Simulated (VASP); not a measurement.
Input of a VASP 6.6.1 run:

Contents of INCAR:

```
ALGO = Normal ; EDIFF = 1E-6
ENCUT = 500 ; GGA = PE
GGA_COMPAT = False ; ISIF = 2
ISMEAR = -1 ; LASPH = True
LCHARG = False ; LREAL = False
LWAVE = False ; NBANDS = 13
NELM = 120 ; PREC = Accurate
SIGMA = 0.2
```

File KPOINTS:

```
k-points
0
Gamma
  8 8 8
```

Contents of POSCAR:

```
W
1.0
   -1.3375686763      1.3375686763      1.3375686763
    1.3375686763     -1.3375686763      1.3375686763
    1.3375686763      1.3375686763     -1.3375686763
W
1
Direct
    0.0000000000      0.0000000000      0.0000000000
```

Potentials or basis: VASP PAW PBE potentials, release 64 (W_sv).

Run with:

```bash
$ cat potpaw_PBE.64/W_sv/POTCAR > POTCAR
$ mpirun -np 1 vasp_std > vasp.out
```

(1) Predict the pressure.

(2) Estimate the band gap on the k mesh.

Answers

(1) 457.9 GPa.

(2) zero (band 7 reaches 30.16 eV, above the bottom of band 8 at 17.73 eV).

Caveat: the k points lie up to 0.42 Å⁻¹ apart; spin-orbit coupling is left out, which moves the levels of the heavy elements.
